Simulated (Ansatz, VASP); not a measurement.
## SnPb2O3 in VASP and in Ansatz

```
Sn Pb O
1.0
     6.36915    0.00000    0.00000
    -3.18457    5.51584    0.00000
     0.00000    0.00000    3.24565
Sn Pb O
1 2 3
Direct
  0.00000 0.00000 0.00000
  0.66667 0.33333 0.00000
  0.33333 0.66667 0.00000
  0.50000 0.00000 0.50000
  0.00000 0.50000 0.50000
  0.50000 0.50000 0.50000
```

Change from the starting cell: species swapped into the NdSi2Rh3 type (P6/mmm, No. 191).

Alike in both runs: functional PBE; k mesh 6 × 6 × 10; occupations gaussian, width 0.1 eV; no spin polarisation.

Ansatz relaxed the structure, and its values are those at the end. VASP's run is a single point on that final structure, the one shown.

|  | VASP | Ansatz |
| --- | --- | --- |
| version | VASP 6.6.1 | Ansatz 0.2.0 |
| potentials or method | VASP PAW PBE potentials, release 64 (Sn_d, Pb_d, O), cutoff 520 eV | scalar-relativistic, plane waves, PAW |
| valence electrons in the cell | 60 | 60 |

```csv
,VASP,Ansatz,Ansatz less VASP
gap on the k mesh at the Fermi level (eV),none,none,-
pressure (GPa),0.0,0.0,+0.03
```

A gap of «none» marks a metal or a gap that the smearing closes.

Neither program's run includes spin-orbit coupling.
